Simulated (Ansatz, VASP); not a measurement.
## Two plane-wave programs on Ge

```
Ge
1.0
    -1.26724    1.26724    1.26724
     1.26724   -1.26724    1.26724
     1.26724    1.26724   -1.26724
Ge
1
Direct
  0.00000 0.00000 0.00000
```

Change from the starting cell: volume scaled by 0.422, to set the pressure.

Alike in both runs: task single point; functional PBE; k mesh 21 × 21 × 21; occupations fermi-dirac, width 0.1 eV; no spin polarisation.

|  | VASP | Ansatz |
| --- | --- | --- |
| version | VASP 6.6.1 | Ansatz 0.2.0 |
| potentials or method | VASP PAW PBE potentials, release 64 (Ge_d) | PAW with Ansatz's default frozen-core files, scalar-relativistic |
| plane-wave cutoff (eV) | 520 | 420 |
| valence electrons in the cell | 14 | 14 |

```csv
,VASP,Ansatz,Ansatz less VASP
pressure (GPa),396.3,394.6,-1.68
```

Both programs put the cell under a high pressure, so it lies far from rest at this level. With one functional, cell and mesh, what is left measures potentials, basis and numerics.

Noted on VASP's run: the cell as given lies far from equilibrium.
